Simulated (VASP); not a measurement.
Input of a VASP 6.6.1 run:

Contents of POSCAR:

```
Fe
1.0
   -1.4640000000      1.4640000000      1.4640000000
    1.4640000000     -1.4640000000      1.4640000000
    1.4640000000      1.4640000000     -1.4640000000
Fe
1
Direct
    0.0000000000      0.0000000000      0.0000000000
```

The input INCAR.step1:

```
PREC = Accurate ; ENCUT = 520
ISMEAR = -1 ; SIGMA = 0.1
LREAL = False ; LASPH = True
NELM = 150 ; ISPIN = 2
MAGMOM = 0 ; NUPDOWN = 0.0
LMAXMIX = 4 ; NBANDS = 14
GGA = PE ; ALGO = Normal
EDIFF = 1E-4 ; LWAVE = True
LCHARG = False
```

Contents of INCAR.step2:

```
PREC = Accurate ; ENCUT = 520
EDIFF = 1E-7 ; ISMEAR = -1
SIGMA = 0.1 ; LREAL = False
LASPH = True ; NELM = 150
ALGO = Normal ; ISIF = 2
LWAVE = False ; LCHARG = False
ISPIN = 2 ; MAGMOM = 0
LORBIT = 11 ; NUPDOWN = 0.0
LMAXMIX = 4 ; METAGGA = R2SCAN
LMIXTAU = True ; NBANDS = 14
ISTART = 1
```

The input KPOINTS:

```
Automatic mesh
0
Gamma
  14 14 14
```

Potentials or basis: VASP PAW PBE potentials, release 64 (Fe).

Command:

```bash
$ cat potpaw_PBE.64/Fe/POTCAR > POTCAR
$ cp INCAR.step1 INCAR
$ mpirun -np 1 vasp_std > vasp.out
$ cp INCAR.step2 INCAR
$ mpirun -np 1 vasp_std > vasp.out
```

(1) What does it give for the pressure?

Results:

(1) -37.5 GPa.

Caveat: the PAW data sets were made with another functional, which shifts forces and pressure a little; the total moment is fixed, so each spin has its own Fermi level.
